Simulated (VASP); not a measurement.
# TaO (P4/mmm) in VASP: further runs

The runs below take TaO through single point, with PBE.

Everything below comes from runs of VASP 6.6.1. Logs are shortened: lines on timing, memory, paths and dates and some standing lists are left out, and cuts for length are marked.

## 1. The cell of the first run

The structure is tetragonal, space group P4/mmm (No. 123). Conventional cell: a = 2.979 Å, b = 2.979 Å, c = 2.942 Å, α = 90.00°, β = 90.00°, γ = 90.00°. Within 2.8 Å of Ta (site symmetry 4/mmm) lie 4 O at 2.11 Å. O (site symmetry 4/mmm) has 4 Ta at 2.11 Å within 2.8 Å.

## 2. Single point, PBE

INCAR reads:

```
PREC     = Accurate       # precision mode
ENCUT    = 520            # plane-wave cutoff, eV
EDIFF    = 1E-7           # SCF threshold, eV
ISMEAR   = 0              # smearing method
SIGMA    = 0.1            # smearing width, eV
LREAL    = False          # projectors in reciprocal space
LASPH    = True           # aspherical terms in the spheres
NELM     = 80             # most SCF steps
ALGO     = Normal         # electronic algorithm
ISIF     = 2              # what is computed and relaxed
LWAVE    = False          # write WAVECAR
LCHARG   = False          # write CHGCAR
GGA      = PE             # functional
NBANDS   = 16             # bands
```

KPOINTS reads:

```
regular mesh
0
Gamma
  18 18 20
```

POSCAR reads:

```
TaO
1.0
    2.9793040975      0.0000000000      0.0000000000
    0.0000000000      2.9793040975      0.0000000000
    0.0000000000      0.0000000000      2.9421871511
Ta O
1 1
Direct
    0.5000000000      0.5000000000      0.0000000000
    0.0000000000      0.0000000000      0.0000000000
```

Potentials or basis: VASP PAW PBE potentials, release 64 (Ta_pv, O).

The run is started by

```
$ cat potpaw_PBE.64/Ta_pv/POTCAR potpaw_PBE.64/O/POTCAR > POTCAR
$ mpirun -np 1 vasp_std > vasp.out
```

OUTCAR:

```text
PREC = Accurate
   ENCUT = 520
   EDIFF = 1E-7
   ISMEAR = 0
   LREAL = False
   LASPH = True
   NELM = 80
   ISIF = 2
   GGA = PE

 ion  position               nearest neighbor table
   1  0.500  0.500  0.000-   2 2.11   2 2.11   2 2.11   2 2.11
   2  0.000  0.000  0.000-   1 2.11   1 2.11   1 2.11   1 2.11

  LATTYP: Found a simple tetragonal cell.
 ALAT       =     2.9793040975
 C/A-ratio  =     0.9875417396

  Lattice vectors:

 A1 = (   2.9793040975,   0.0000000000,   0.0000000000)
 A2 = (   0.0000000000,   2.9793040975,   0.0000000000)
 A3 = (   0.0000000000,   0.0000000000,   2.9421871511)

Analysis of symmetry for initial positions (statically):
=====================================================================
 Subroutine PRICEL returns:
 Original cell was already a primitive cell.

 Routine SETGRP: Setting up the symmetry group for a
 simple tetragonal supercell.

 Subroutine GETGRP returns: Found 16 space group operations
 (whereof 16 operations were pure point group operations)
 out of a pool of 16 trial point group operations.

The static configuration has the point symmetry D_4h.

Analysis of symmetry for dynamics (positions and initial velocities):
=====================================================================
 Subroutine PRICEL returns:
 Original cell was already a primitive cell.

 Routine SETGRP: Setting up the symmetry group for a
 simple tetragonal supercell.

 Subroutine GETGRP returns: Found 16 space group operations
 (whereof 16 operations were pure point group operations)
 out of a pool of 16 trial point group operations.

The dynamic configuration has the point symmetry D_4h.

 Subroutine INISYM returns: Found 16 space group operations
 (whereof 16 operations are pure point group operations),
 and found     1 'primitive' translations

----------------------------------------------------------------------------------------

                                     Primitive cell

  volume of cell :      26.1156

  direct lattice vectors                    reciprocal lattice vectors
     2.979304098  0.000000000  0.000000000     0.335648852  0.000000000  0.000000000
     0.000000000  2.979304098  0.000000000     0.000000000  0.335648852  0.000000000
     0.000000000  0.000000000  2.942187151     0.000000000  0.000000000  0.339883205

  length of vectors
     2.979304098  2.979304098  2.942187151     0.335648852  0.335648852  0.339883205

  position of ions in fractional coordinates (direct lattice)
[... 74 lines left out ...]
   LNONCOLLINEAR =      F non collinear calculations
   LSORBIT =      F    spin-orbit coupling
   LASPH  =      T    aspherical Exc in radial PAW
   ENCUT  =  520.0 eV  38.22 Ry    6.18 a.u.   5.54  5.54  5.47*2*pi/ulx,y,z
   NELM   =     80;   NELMIN=  2; NELMDL= -5     # of ELM steps
   EDIFF  = 0.1E-06   stopping-criterion for ELM
   LREAL  =      F    real-space projection
   EDIFFG = 0.1E-05   stopping-criterion for IOM
   NSW    =      0    number of steps for IOM
   IBRION =     -1    ionic relax: 0-MD 1-quasi-New 2-CG
   NFREE  =      0    steps in history (QN), initial steepest desc. (CG)
   ISIF   =      2    stress and relaxation
   ISYM   =      2    0-nonsym 1-usesym 2-fastsym
   POTIM  = 0.5000    time-step for ionic-motion
   TEBEG  =    0.0;   TEEND  =   0.0 temperature during run
   PSTRESS=    0.0 pullay stress
   NELECT =      17.0000    total number of electrons
   NUPDOWN=      -1.0000    fix difference up-down
   EMIN   =  10.00;   EMAX   =-10.00  energy-range for DOS
   EFERMI =   0.00;   METHOD = LEGACY
   ISMEAR =     0;   SIGMA  =   0.10  broadening in eV -4-tet -1-fermi 0-gaus
   EFERMI_NEDOS =   21; number of points for ismear=-14 and -15
   IALGO  =     38    algorithm
   IMIX   =      4    mixing-type and parameters
     AMIX     =   0.40;   BMIX     =  1.00
     AMIX_MAG =   1.60;   BMIX_MAG =  1.00
  volume/ion in A,a.u.               =      13.06        88.12
  Fermi-wavevector in a.u.,A,eV,Ry     =   1.418811  2.681164 27.388855  2.013024
  Thomas-Fermi vector in A             =   2.539897
   LORBIT       =      0    0 simple, 1 ext, 2 COOP (PROOUT), +10 PAW based schemes
   GGA     = PE    functional components
   LHFCALC =     F    Hartree Fock is set to
   AEXX    =    0.0000 exact exchange contribution
   IVDW    =     0    specifies the selected vdW correction
   LEPSILON=     F    determine dielectric tensor
   LRPA    =     F    only Hartree local field effects (RPA)
 non-spin polarized calculation
 Gauss-broadening in eV      SIGMA  =   0.10
  energy-cutoff  :      520.00
  volume of cell :       26.12
 maximum number of plane-waves:       739
 NGX is ok and might be reduce to    24
   NGX = 11   NGY = 11   NGZ = 11

 number of electron      16.9999994 magnetization

 Free energy of the ion-electron system (eV)
  ---------------------------------------------------
  ext. energy  EPLUGINS =         0.00000000
  ---------------------------------------------------
  free energy    TOTEN  =       -19.53170010 eV

  energy without entropy =      -19.52653157  energy(sigma->0) =      -19.52911584

 E-fermi :   6.6615     XC(G=0): -12.1071

 val. band max:        6.6612151497   @ k =   0.2778   0.1111   0.3500
 cond. band min:       6.6628922529   @ k =   0.4444   0.1667   0.3500
 fundamental gap:      0.0016771033
 Fermi energy:         6.6615040569

 k-point     1 :       0.0000    0.0000    0.0000
  band No.  band energies     occupation
      1     -29.0049      2.00000
      2     -29.0049      2.00000
      3     -28.5609      2.00000
      4     -15.4378      2.00000
      5       0.7379      2.00000
      6       0.7379      2.00000
[... 433 lines left out ...]
      3     -28.5151      2.00000
      4     -14.3288      2.00000
      5      -2.7625      2.00000
      6      -1.1792      2.00000
[... 8 lines left out ...]
     15      19.1971      0.00000
     16      19.3099      0.00000

 [... further k-points ...]
[... 5 lines left out ...]
  --------------------------------------------------------------------------------------
  -------------------------------------------------------------------------------------
  Total        0.1129982      0.1129982     -0.0154230      0.0000000      0.0000000      0.0000000
  in kB        6.9323773      6.9323773     -0.9461948      0.0000000      0.0000000      0.0000000
  external PRESSURE =       4.3061866 kB  Pullay stress =       0.0000000 kB

 VOLUME and BASIS-vectors are now :
 -----------------------------------------------------------------------------
  energy-cutoff  :      520.00
  volume of cell :       26.12
      direct lattice vectors                 reciprocal lattice vectors
     2.979304098  0.000000000  0.000000000     0.335648852  0.000000000  0.000000000
     0.000000000  2.979304098  0.000000000     0.000000000  0.335648852  0.000000000
     0.000000000  0.000000000  2.942187151     0.000000000  0.000000000  0.339883205

 POSITION                                       TOTAL-FORCE (eV/Angst)
 -----------------------------------------------------------------------------------
      1.48965      1.48965      0.00000         0.000000      0.000000      0.000000
      0.00000      0.00000      0.00000         0.000000      0.000000      0.000000
 -----------------------------------------------------------------------------------
    total drift:                                0.000000     -0.000000     -0.000000

  FREE ENERGIE OF THE ION-ELECTRON SYSTEM (eV)
  ---------------------------------------------------
  free  energy   TOTEN  =       -19.5317001032 eV

  energy  without entropy=      -19.5265315726  energy(sigma->0) =      -19.52911584
```

stdout:

```text
POSCAR found type information on POSCAR TaO
 POSCAR found :  2 types and       2 ions
 scaLAPACK will be used
 LDA part: xc-table for (Slater+PW92), standard interpolation
 POSCAR, INCAR and KPOINTS ok, starting setup
 FFT: planning ... GRIDC
 FFT: planning ... GRID_SOFT
 FFT: planning ... GRID
 WAVECAR not read
 entering main loop
```

It took 2.3 min on 1 thread of AMD EPYC 7R13 (Zen 3), shared host; peak memory 0.32 GiB.

What came out:

| Property | Result |
| --- | --- |
| Free energy | -19.5317 eV |
| Pressure | 0.4 GPa |

Caveat: spin-orbit coupling is left out, which moves the levels of the heavy elements; an odd number of electrons without spin polarisation forces a metal; a magnetic or distorted state may lie lower.

## 3. Single point, PBE

This run uses another cell than the first one, of 12.86 Å³/atom, 0.985 times its volume.

INCAR reads:

```
SYSTEM = TaO
  PREC = Accurate
  ENCUT = 600
  EDIFF = 1E-6
  ISMEAR = 0
  SIGMA = 0.1
  LREAL = .False.
  LASPH = .True.
  NELM = 120
  ALGO = Normal
  ISIF = 2
  LWAVE = .False.
  LCHARG = .False.
  GGA = PE
  NBANDS = 16
  GGA_COMPAT = .False.
```

KPOINTS reads:

```
regular mesh
0
Gamma
  6 6 6
  0 0 0
```

POSCAR reads:

```
TaO
1.0
    2.1100246825     -2.1100343265      0.0000000000
    2.1100246825      2.1100343265      0.0000000000
    0.0000000000      0.0000000000      2.8884652803
Ta O
1 1
Direct
    0.5000000000      0.5000000000      0.2499969243
    0.0000000000      0.0000000000      0.2500030757
```

Potentials or basis: VASP PAW PBE potentials, release 64 (Ta_sv_GW, O).

The run is started by

```
$ cat potpaw_PBE.64/Ta_sv_GW/POTCAR potpaw_PBE.64/O/POTCAR > POTCAR
$ mpirun -np 1 vasp_std > vasp.out
```

It took 16 s on 1 thread of Intel Xeon Platinum 8488C (Sapphire Rapids), shared host; peak memory 0.14 GiB.

The run converged. Its results:

* Free energy: -21.9783 eV
* Pressure: -0.2 GPa

Stress tensor (GPa, compression positive):
```
-0.09  0.00  0.00
 0.00 -0.09  0.00
 0.00  0.00 -0.50
```

Levels at points of the mesh, in eV from the Fermi level:
```
           k point  band 7  band 8  band 9  band 10  band 11  band 12  band 13  band 14
(0.00, 0.00, 0.00)   -6.00   -5.22   -4.88    -4.23     1.56     1.79     3.09     3.09
(0.50, 0.00, 0.00)   -8.68   -5.57   -3.82     1.91     2.95     2.96     3.44     7.35
(0.50, 0.50, 0.00)   -7.00   -4.57   -2.91     0.96     0.96     3.70     4.49     6.06
(0.00, 0.00, 0.50)   -5.77   -5.77   -3.43     0.02     0.02     2.12     2.55     3.24
(0.50, 0.00, 0.50)   -8.49   -8.41    0.21     0.68     2.10     2.25     6.32     7.58
(0.50, 0.50, 0.50)   -6.50   -6.45   -3.55    -3.55     4.17     4.72     5.03     7.40
```

Caveat: the k points lie up to 0.36 Å⁻¹ apart; spin-orbit coupling is left out, which moves the levels of the heavy elements; an odd number of electrons without spin polarisation forces a metal; a magnetic or distorted state may lie lower.
